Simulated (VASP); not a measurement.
## Si2Mo: single point with PBE

Crystal: Si2Mo.

```
Si Mo
1.0
    -1.65143    1.65143    3.93661
     1.65143   -1.65143    3.93661
     1.65143    1.65143   -3.93661
Si Mo
2 1
Direct
  0.33510 0.29811 0.96301
  0.66490 0.70189 0.03699
  0.00000 0.00000 0.00000
```

This cell differs from its parent crystal: atoms displaced along a vibrational mode, the cell strained.

| Property | Result |
| --- | --- |
| Program | VASP 6.6.1 |
| Task | single point |
| Functional | PBE |
| Potentials or basis | VASP PAW PBE potentials, release 64 (Si, Mo_sv) |
| Cutoff | 520 eV |
| k mesh | 18 × 18 × 18 |
| Occupations | gaussian, width 0.15 eV |
| Spin | no spin polarisation |
| Dipole correction | no |
| Further INCAR settings | ALGO = Normal; EDIFF = 1e-06; NBANDS = 18 |

The pressure is -7.5 GPa and the largest force is 1.038 eV/Å. The band gap on the k mesh is zero (bands 11 and 12 overlap by 0.76 eV).

Forces in eV/Å, atoms in the order of the input:
```
Si   1.023  0.000  0.173
Si  -1.023  0.000 -0.173
Mo   0.000  0.000  0.000
```

Stress tensor (GPa, compression positive):
```
-10.44   0.00  -0.87
  0.00  -9.20   0.00
 -0.87   0.00  -2.84
```

Levels at points of the mesh, in eV from the Fermi level:
```
           k point  band 7  band 8  band 9  band 10  band 11  band 12  band 13  band 14  band 15  band 16
(0.00, 0.00, 0.00)   -3.16   -2.73   -2.63    -2.42     0.28     2.28     3.13     3.20     3.81     3.83
(0.50, 0.00, 0.00)   -4.58   -4.25   -2.56    -2.19    -0.42     1.95     2.89     3.66     4.29     5.21
(0.00, 0.50, 0.00)   -4.35   -4.05   -2.72    -2.18    -0.43     1.99     3.54     3.71     4.42     4.86
(0.50, 0.00, 0.50)   -4.91   -4.32   -2.37    -2.34    -0.50     1.97     2.01     3.83     4.06     5.73
(0.50, 0.50, 0.00)   -5.88   -4.68   -4.19    -2.58    -1.23     1.99     2.46     3.14     3.39     4.67
(0.50, 0.50, 0.50)   -3.20   -2.11   -0.70    -0.61    -0.50    -0.41     0.46     4.44     4.84     5.90
```

Run time: 11 min on 1 thread of Intel(R) Xeon(R) 6975P-C (Granite Rapids) (shared host), peak memory 1.1 GiB.

Caveat: the cell differs from its parent crystal (atoms displaced along a vibrational mode, the cell strained); the stress differs along the axes, from -10 to -3 GPa; forces of over 1 eV/Å act on the atoms, so gaps and moduli don't describe the material at rest.
